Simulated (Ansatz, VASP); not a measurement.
## One calculation of CaTa2, two programs

```xyz
6
Lattice="0.0000 4.1041 4.1041 4.1041 0.0000 4.1041 4.1041 4.1041 0.0000" Properties=species:S:1:pos:R:3 pbc="T T T"
Ca    4.1041    4.1041    4.1041
Ca    6.1562    6.1562    6.1562
Ta    1.0260    1.0260    1.0260
Ta    1.0260    3.0781    3.0781
Ta    3.0781    3.0781    1.0260
Ta    3.0781    1.0260    3.0781
```

Alike in both runs: task relaxation of cell and atoms; functional PBE; k mesh 8 × 8 × 8; occupations gaussian, width 0.1 eV; no spin polarisation.

|  | VASP | Ansatz |
| --- | --- | --- |
| version | VASP 6.6.1 | Ansatz 0.2.0 |
| potentials or method | VASP PAW PBE potentials, release 64 (Ca_sv, Ta_pv), cutoff 600 eV | scalar-relativistic, plane waves, PAW |
| valence electrons in the cell | 64 | 72 |

Ansatz gave:

```
gap on the k mesh at the Fermi level, each at its own relaxed structure (eV)  : none
relaxed volume (Å³/atom)                                                      : 22.98
relaxed length of the cell vector where the two differ most in proportion (Å) : 5.799
```

Question: Estimate VASP's values.

Answer: gap on the k mesh at the Fermi level, each at its own relaxed structure (eV): none; relaxed volume (Å³/atom): 23.00; relaxed length of the cell vector where the two differ most in proportion (Å): 5.801.

A gap of «none» marks a metal or a gap that the smearing closes. VASP's potentials hold 64 valence electrons a cell and Ansatz's 72, so a difference there can come from the potentials and not from the codes.

Neither program's run includes spin-orbit coupling.
